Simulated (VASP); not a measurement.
# Al4BSbP2 (Pmn2_1) in VASP: further runs

The runs below take Al4BSbP2 through relaxation of cell and atoms, single point, with PBE.

All numbers are computed with VASP 6.6.1; they aren't measurements. Logs are shortened: lines on timing, memory, paths and dates and some standing lists are left out, and cuts for length are marked.

**1. The cell of the first run**

The structure is orthorhombic, space group Pmn2_1 (No. 31). Conventional cell: a = 7.500 Å, b = 6.500 Å, c = 6.150 Å, α = 90.00°, β = 90.00°, γ = 90.00°. Within 3.0 Å of Al (site symmetry 1) lie 2 P at 2.28 to 2.35 Å and 1 B at 2.29 Å and 1 Sb at 2.35 Å. Al (site symmetry m) has 1 B at 2.19 Å and 2 P at 2.31 Å and 1 Sb at 2.40 Å within 2.9 Å. Within 2.9 Å of Al (site symmetry m) lie 1 B at 2.21 Å and 1 Sb at 2.25 Å and 2 P at 2.31 Å. Within 2.9 Å of B (site symmetry m) lie 4 Al at 2.19 to 2.29 Å. Within 3.0 Å of Sb (site symmetry m) lie 4 Al at 2.25 to 2.40 Å. Within 3.0 Å of P (site symmetry 1) lie 4 Al at 2.28 to 2.35 Å.

**2. Relaxation of cell and atoms, PBE**

Contents of INCAR:

```
SYSTEM = Al4BSbP2
ALGO = Normal
EDIFF = 1E-6
EDIFFG = -0.08
ENCUT = 600
GGA = PE
IBRION = 2
ISIF = 3
ISMEAR = 0
LASPH = .TRUE.
LCHARG = .FALSE.
LREAL = Auto
LWAVE = .FALSE.
NELM = 60
NSW = 36
PREC = Accurate
SIGMA = 0.2
```

Contents of KPOINTS:

```
k-points
0
G
  2 3 3
  0 0 0
```

Contents of POSCAR:

```
Al4BSbP2
1.0
    7.5000000000      0.0000000000      0.0000000000
    0.0000000000      6.5000000000      0.0000000000
    0.0000000000      0.0000000000      6.1500000000
Al B Sb P
8 2 2 4
Direct
    0.7500000000      0.6700000000      0.8700000000
    0.0000000000      0.1500000000      0.8900000000
    0.0000000000      0.8300000000      0.3600000000
    0.2500000000      0.6700000000      0.8700000000
    0.7500000000      0.3300000000      0.3700000000
    0.5000000000      0.8500000000      0.3900000000
    0.5000000000      0.1700000000      0.8600000000
    0.2500000000      0.3300000000      0.3700000000
    0.0000000000      0.8300000000      0.0000000000
    0.5000000000      0.1700000000      0.5000000000
    0.0000000000      0.1500000000      0.5000000000
    0.5000000000      0.8500000000      0.0000000000
    0.7500000000      0.6700000000      0.5000000000
    0.2500000000      0.6700000000      0.5000000000
    0.7500000000      0.3300000000      0.0000000000
    0.2500000000      0.3300000000      0.0000000000
```

Potentials or basis: VASP PAW PBE potentials, release 64 (Al, B, Sb, P).

On the command line:

```bash
$ cat potpaw_PBE.64/Al/POTCAR potpaw_PBE.64/B/POTCAR potpaw_PBE.64/Sb/POTCAR potpaw_PBE.64/P/POTCAR > POTCAR
$ mpirun -np 1 vasp_std > vasp.out
```

OUTCAR:

```text
SYSTEM = Al4BSbP2
   EDIFF = 1E-6
   EDIFFG = -0.08
   ENCUT = 600
   GGA = PE
   IBRION = 2
   ISIF = 3
   ISMEAR = 0
   LASPH = .TRUE.
   LREAL = Auto
   NELM = 60
   NSW = 36
   PREC = Accurate

 ion  position               nearest neighbor table
   1  0.750  0.670  0.870-  13 2.28   9 2.29  15 2.35  12 2.35
   2  0.000  0.150  0.890-   9 2.19  15 2.31  16 2.31  11 2.40
   3  0.000  0.830  0.360-   9 2.21  11 2.25  13 2.31  14 2.31
   4  0.250  0.670  0.870-  14 2.28   9 2.29  16 2.35  12 2.35
   5  0.750  0.330  0.370-  15 2.28  10 2.29  13 2.35  11 2.35
   6  0.500  0.850  0.390-  10 2.19  13 2.31  14 2.31  12 2.40
[... 8 lines left out ...]
  15  0.750  0.330  0.000-   5 2.28   7 2.31   2 2.31   1 2.35
  16  0.250  0.330  0.000-   8 2.28   7 2.31   2 2.31   4 2.35

  LATTYP: Found a simple orthorhombic cell.
 ALAT       =     6.1500000000
 B/A-ratio  =     1.0569105691
 C/A-ratio  =     1.2195121951

  Lattice vectors:

 A1 = (   0.0000000000,   0.0000000000,  -6.1500000000)
 A2 = (   0.0000000000,   6.5000000000,   0.0000000000)
 A3 = (   7.5000000000,   0.0000000000,   0.0000000000)

Analysis of symmetry for initial positions (statically):
=====================================================================
 Subroutine PRICEL returns:
 Original cell was already a primitive cell.

 Routine SETGRP: Setting up the symmetry group for a
 simple orthorhombic supercell.

 Subroutine GETGRP returns: Found  4 space group operations
 (whereof  2 operations were pure point group operations)
 out of a pool of  8 trial point group operations.

The static configuration has the point symmetry C_1h.
 The point group associated with its full space group is C_2v.

Analysis of symmetry for dynamics (positions and initial velocities):
=====================================================================
 Subroutine PRICEL returns:
 Original cell was already a primitive cell.

 Routine SETGRP: Setting up the symmetry group for a
 simple orthorhombic supercell.

 Subroutine GETGRP returns: Found  4 space group operations
 (whereof  2 operations were pure point group operations)
 out of a pool of  8 trial point group operations.

The dynamic configuration has the point symmetry C_1h.
 The point group associated with its full space group is C_2v.

 Subroutine INISYM returns: Found  4 space group operations
 (whereof  2 operations are pure point group operations),
 and found     1 'primitive' translations

----------------------------------------------------------------------------------------

                                     Primitive cell

  volume of cell :     299.8125

  direct lattice vectors                    reciprocal lattice vectors
     7.500000000  0.000000000  0.000000000     0.133333333  0.000000000  0.000000000
     0.000000000  6.500000000  0.000000000     0.000000000  0.153846154  0.000000000
     0.000000000  0.000000000  6.150000000     0.000000000  0.000000000  0.162601626

  length of vectors
     7.500000000  6.500000000  6.150000000     0.133333333  0.153846154  0.162601626

  position of ions in fractional coordinates (direct lattice)
     0.750000000  0.670000000  0.870000000
     0.000000000  0.150000000  0.890000000
     0.000000000  0.830000000  0.360000000
     0.250000000  0.670000000  0.870000000
     0.750000000  0.330000000  0.370000000
     0.500000000  0.850000000  0.390000000
[... 8 lines left out ...]
     0.750000000  0.330000000  0.000000000
     0.250000000  0.330000000  0.000000000

  ion indices of the primitive-cell ions
   primitive index   ion index
                 1           1
                 2           2
                 3           3
                 4           4
                 5           5
                 6           6
[... 8 lines left out ...]
                15          15
                16          16

----------------------------------------------------------------------------------------

 KPOINTS: k-points

Automatic generation of k-mesh.
 Grid dimensions read from file:
 generate k-points for:    2    3    3

 Generating k-lattice:

  Cartesian coordinates                     Fractional coordinates (reciprocal lattice)
     0.066666667  0.000000000  0.000000000     0.500000000  0.000000000  0.000000000
     0.000000000  0.051282051  0.000000000     0.000000000  0.333333333  0.000000000
     0.000000000  0.000000000  0.054200542     0.000000000  0.000000000  0.333333333

  Length of vectors
     0.066666667  0.051282051  0.054200542

  Shift w.r.t. Gamma in fractional coordinates (k-lattice)
     0.000000000  0.000000000  0.000000000

 Subroutine IBZKPT returns following result:
 ===========================================

 Found      8 irreducible k-points:

 Following reciprocal coordinates:
            Coordinates               Weight
  0.000000  0.000000  0.000000      1.000000
  0.500000  0.000000  0.000000      1.000000
  0.000000  0.333333  0.000000      2.000000
[... 61 lines left out ...]
   NGX = 29   NGY = 25   NGZ = 25

--------------------------------------- Ionic step        1  -------------------------------------------

 number of electron      60.0000000 magnetization

 Free energy of the ion-electron system (eV)
  ---------------------------------------------------
  ext. energy  EPLUGINS =         0.00000000
  ---------------------------------------------------
  free energy    TOTEN  =       -68.35326506 eV

  energy without entropy =      -68.18678761  energy(sigma->0) =      -68.27002633

------------------------ aborting loop because EDIFF is reached ----------------------------------------

  FORCE on cell =-STRESS in cart. coord.  units (eV):
  Direction    XX          YY          ZZ          XY          YZ          ZX
  --------------------------------------------------------------------------------------
  -------------------------------------------------------------------------------------
  Total       20.6288928     36.6263104     35.4725874      0.0000000      0.0000000      0.0000000
  in kB      110.2393811    195.7284779    189.5630616      0.0000000      0.0000000      0.0000000
  external PRESSURE =     165.1769735 kB  Pullay stress =       0.0000000 kB

 VOLUME and BASIS-vectors are now :
 -----------------------------------------------------------------------------
  energy-cutoff  :      600.00
  volume of cell :      299.81
      direct lattice vectors                 reciprocal lattice vectors
     7.500000000  0.000000000  0.000000000     0.133333333  0.000000000  0.000000000
     0.000000000  6.500000000  0.000000000     0.000000000  0.153846154  0.000000000
     0.000000000  0.000000000  6.150000000     0.000000000  0.000000000  0.162601626
[... 8 lines left out ...]
      3.75000      5.52500      2.39850         0.000000      1.062521      2.491903
[... 8 lines left out ...]
      5.62500      2.14500      0.00000         0.075530      0.478619     -0.372641
      1.87500      2.14500      0.00000        -0.075530      0.478619     -0.372641
 -----------------------------------------------------------------------------------
    total drift:                               -0.000000     -0.000000      0.005703

  FREE ENERGIE OF THE ION-ELECTRON SYSTEM (eV)
  ---------------------------------------------------
  free  energy   TOTEN  =       -68.3532650592 eV

  energy  without entropy=      -68.1867876070  energy(sigma->0) =      -68.27002633

--------------------------------------- Ionic step        2  -------------------------------------------

 number of electron      59.9999997 magnetization

 E-fermi :   3.3043     XC(G=0):  -8.6058

 val. band max:        3.2589016162   @ k =   0.0000   0.0000   0.3333
 cond. band min:       3.4192444425   @ k =   0.5000   0.3333   0.0000
 fundamental gap:      0.1603428263
 Fermi energy:         3.3043441592

 k-point     1 :       0.0000    0.0000    0.0000
  band No.  band energies     occupation
      1      -7.2028      2.00000
      2      -6.3703      2.00000
      3      -6.2996      2.00000
      4      -5.7589      2.00000
      5      -5.4981      2.00000
      6      -5.0847      2.00000
[... 654 lines left out ...]
      3.70694      5.96979      2.79973         0.000000      0.056472      0.005682
[... 8 lines left out ...]
      5.56492      2.31393      0.00560        -0.062042      0.045757     -0.025904
      1.84897      2.31393      0.00560         0.062042      0.045757     -0.025904
 -----------------------------------------------------------------------------------
    total drift:                               -0.000000      0.000000     -0.002237

  FREE ENERGIE OF THE ION-ELECTRON SYSTEM (eV)
  ---------------------------------------------------
  free  energy   TOTEN  =       -74.7872476625 eV

  energy  without entropy=      -74.6535992640  energy(sigma->0) =      -74.72042346

--------------------------------------- Ionic step        9  -------------------------------------------

 number of electron      60.0000001 magnetization

 Free energy of the ion-electron system (eV)
  ---------------------------------------------------
  ext. energy  EPLUGINS =         0.00000000
  ---------------------------------------------------
  free energy    TOTEN  =       -74.79190172 eV

  energy without entropy =      -74.65885518  energy(sigma->0) =      -74.72537845

 E-fermi :   4.5217     XC(G=0):  -9.2085

 val. band max:        4.4570687528   @ k =   0.0000   0.0000   0.3333
 cond. band min:       4.6303430652   @ k =   0.5000   0.0000   0.0000
 fundamental gap:      0.1732743124
 Fermi energy:         4.5217483700

 k-point     1 :       0.0000    0.0000    0.0000
  band No.  band energies     occupation
      1      -6.6068      2.00000
      2      -5.5395      2.00000
      3      -5.3871      2.00000
      4      -4.6817      2.00000
      5      -4.2486      2.00000
      6      -3.8548      2.00000
[... 350 lines left out ...]
      0.00000      0.89335      6.08953         0.000000      0.044154      0.005245
      0.00000      5.46582      2.12288         0.000000      0.029814     -0.002499
      1.49620      4.49748      5.66857        -0.014248      0.014908     -0.014746
      5.21071      2.36218      2.38254        -0.014248     -0.014908     -0.014746
      3.71450      5.96631      2.80349         0.000000     -0.044154      0.005245
[... 8 lines left out ...]
      5.57257      2.31366      0.00469        -0.009801      0.007048     -0.001873
      1.85643      2.31366      0.00469         0.009801      0.007048     -0.001873
 -----------------------------------------------------------------------------------
    total drift:                               -0.000000      0.000000     -0.007146

  FREE ENERGIE OF THE ION-ELECTRON SYSTEM (eV)
  ---------------------------------------------------
  free  energy   TOTEN  =       -74.7919017160 eV

  energy  without entropy=      -74.6588551814  energy(sigma->0) =      -74.72537845

 reached required accuracy - stopping structural energy minimisation
```

Run time: 20 min. Hardware: 1 thread of Intel Xeon Platinum 8488C (Sapphire Rapids), shared host; peak memory 0.48 GiB.

What came out:

| Property | Result |
| --- | --- |
| Free energy | -74.7919 eV |
| Relaxed volume | 20.93 Å³/atom |
| Relaxed cell | a = 7.429 Å, b = 6.860 Å, c = 6.572 Å, α = 90.00°, β = 90.00°, γ = 90.00° |
| Space group after relaxing (to 0.1 Å) | Pmn2_1 (No. 31) |
| Energy gained by relaxing | 402.4 meV/atom |
| Ionic steps | 9 |
| Pressure after relaxing | -0.1 GPa |
| Largest force after relaxing | 0.049 eV/Å |
| Band gap on the k mesh | zero (bands 30 and 31 overlap by 0.79 eV) |

Forces on the atoms (eV/Å):
```
Al   0.014  0.015 -0.015
Al   0.000  0.044  0.005
Al   0.000  0.030 -0.002
Al  -0.014  0.015 -0.015
Al  -0.014 -0.015 -0.015
Al   0.000 -0.044  0.005
Al   0.000 -0.030 -0.002
Al   0.014 -0.015 -0.015
B    0.000 -0.010  0.040
B    0.000  0.010  0.040
Sb   0.000  0.048 -0.010
Sb   0.000 -0.048 -0.010
P    0.010 -0.007 -0.002
P   -0.010 -0.007 -0.002
P   -0.010  0.007 -0.002
P    0.010  0.007 -0.002
```

Step by step:
| step | energy change (eV) | largest force (eV/Å) | pressure (GPa) | volume (Å³) |
| --- | --- | --- | --- | --- |
| 1 | 0.0000 | 5.4240 | 16.52 | 299.81 |
| 2 | -4.2190 | 0.9582 | -7.49 | 391.45 |
| 3 | -4.8928 | 1.5632 | -3.15 | 360.31 |
| 4 | -5.8101 | 1.1109 | -1.58 | 346.84 |
| 5 | -6.2759 | 0.5962 | 2.18 | 326.36 |
| 6 | -6.2894 | 0.6378 | 1.53 | 329.28 |
| 7 | -6.4277 | 0.2281 | -0.20 | 335.36 |
| 8 | -6.4340 | 0.1314 | 0.06 | 334.29 |
| 9 | -6.4386 | 0.0485 | -0.07 | 334.92 |

Final structure:
```
Al B Sb P
1.0
     7.42900    0.00000    0.00000
     0.00000    6.85966    0.00000
     0.00000    0.00000    6.57206
Al B Sb P
8 2 2 4
Direct
  0.79860 0.65564 0.86252
  0.00000 0.13023 0.92658
  0.00000 0.79681 0.32301
  0.20140 0.65564 0.86252
  0.70140 0.34436 0.36252
  0.50000 0.86977 0.42658
  0.50000 0.20319 0.82302
  0.29860 0.34436 0.36252
  0.00000 0.83128 0.00321
  0.50000 0.16872 0.50321
  0.00000 0.15101 0.51072
  0.50000 0.84899 0.01072
  0.74989 0.66272 0.50071
  0.25011 0.66272 0.50071
  0.75011 0.33728 0.00071
  0.24989 0.33728 0.00071
```

Levels at points of the mesh, in eV from the Fermi level:
```tsv
k point	band 27	band 28	band 29	band 30	band 31	band 32
(0.00, 0.00, 0.00)	-0.48	-0.26	0.40	0.63	1.34	1.53
(0.50, 0.00, 0.00)	-0.60	-0.60	0.11	0.11	0.22	0.22
```

Caveat: the k points lie up to 0.42 Å⁻¹ apart in the final cell, too coarse for converged energies and pressures of a metal; semilocal functionals underestimate gaps, and a narrow one can read as zero; spin-orbit coupling is left out, which moves the levels of the heavy elements; the relaxation stopped at a loose force limit of 0.08 eV/Å, so its end isn't a converged minimum.

**3. Single point, PBE**

This run uses another cell than the first one, of 20.87 Å³/atom.

Contents of INCAR:

```
SYSTEM = Al4BSbP2
PREC     = Accurate       ! precision mode
ENCUT    = 520            ! plane-wave cutoff, eV
EDIFF    = 1E-7           ! SCF threshold, eV
ISMEAR   = 0              ! smearing method
SIGMA    = 0.1            ! smearing width, eV
LREAL    = Auto         
LASPH    = .True.         ! aspherical terms in the spheres
NELM     = 100            ! most SCF steps
ALGO     = Normal         ! electronic algorithm
ISIF     = 2              ! what is computed and relaxed
LWAVE    = .False.        ! write WAVECAR
LCHARG   = .False.        ! write CHGCAR
GGA      = PE             ! functional
NBANDS   = 44             ! bands
```

Contents of KPOINTS:

```
Automatic mesh
0
Gamma
  4 6 6
  0 0 0
```

Contents of POSCAR:

```
Al4BSbP2
1.0
    7.2702193027      0.0000000000      0.0000000000
    0.0000000000      6.9473808625      0.0000000000
    0.0000000000      0.0000000000      6.6102215365
Al B Sb P
8 2 2 4
Direct
    0.7998203302      0.6518450600      0.8586591210
    0.0000000000      0.1297363938      0.9251846378
    0.0000000000      0.8001035831      0.3244962351
    0.2001796698      0.6518450600      0.8586591210
    0.7001796698      0.3481549400      0.3586591210
    0.5000000000      0.8702636062      0.4251846378
    0.5000000000      0.1998964169      0.8244962351
    0.2998203302      0.3481549400      0.3586591210
    0.0000000000      0.8342359355      0.0070822038
    0.5000000000      0.1657640645      0.5070822038
    0.0000000000      0.1465295028      0.5138884393
    0.5000000000      0.8534704972      0.0138884393
    0.7494663770      0.6591565922      0.5010151211
    0.2505336230      0.6591565922      0.5010151211
    0.7505336230      0.3408434078      1.0010151211
    0.2494663770      0.3408434078      1.0010151211
```

Potentials or basis: VASP PAW PBE potentials, release 64 (Al, B, Sb, P).

On the command line:

```bash
$ cat potpaw_PBE.64/Al/POTCAR potpaw_PBE.64/B/POTCAR potpaw_PBE.64/Sb/POTCAR potpaw_PBE.64/P/POTCAR > POTCAR
$ mpirun -np 1 vasp_std > vasp.out
```

Wall time 34 min (1 thread of Intel Xeon 8259CL, shared host); peak memory 0.66 GiB.

The run converged. Its results:

| Item | Value |
| --- | --- |
| Free energy | -74.6267 eV |
| Pressure | 0.0 GPa |
| Largest force | 0.026 eV/Å |
| Band gap on the k mesh | zero (bands 30 and 31 overlap by 1.12 eV) |

Forces on the atoms (eV/Å):
```
Al   0.011 -0.012 -0.008
Al   0.000  0.004  0.005
Al   0.000 -0.025  0.008
Al  -0.011 -0.012 -0.008
Al  -0.011  0.012 -0.008
Al   0.000 -0.004  0.005
Al   0.000  0.025  0.008
Al   0.011  0.012 -0.008
B    0.000  0.007  0.001
B    0.000 -0.007  0.001
Sb   0.000 -0.005  0.011
Sb   0.000  0.005  0.011
P    0.004 -0.001 -0.004
P   -0.004 -0.001 -0.004
P   -0.004  0.001 -0.004
P    0.004  0.001 -0.004
```

Levels at points of the mesh, in eV from the Fermi level:
```csv
k point,band 28,band 29,band 30,band 31,band 32,band 33
"(0.00, 0.00, 0.00)",-0.28,0.24,0.46,1.57,1.70,2.02
"(0.50, 0.00, 0.00)",-0.59,0.01,0.01,0.14,0.14,2.22
"(0.00, 0.50, 0.00)",-0.44,-0.20,-0.02,1.28,1.67,1.82
"(0.50, 0.50, 0.00)",-0.76,-0.45,-0.45,-0.12,-0.12,2.73
"(0.00, 0.00, 0.50)",-0.51,0.00,0.00,1.47,1.47,2.16
"(0.50, 0.00, 0.50)",-0.74,-0.41,-0.41,-0.30,-0.30,2.63
"(0.00, 0.50, 0.50)",-0.55,-0.49,-0.49,1.21,1.21,1.99
"(0.50, 0.50, 0.50)",-1.10,-0.82,-0.82,-0.65,-0.65,3.05
```

Caveat: spin-orbit coupling is left out, which moves the levels of the heavy elements.

The gap in the log of VASP goes by the Fermi energy; the results here count the filled bands.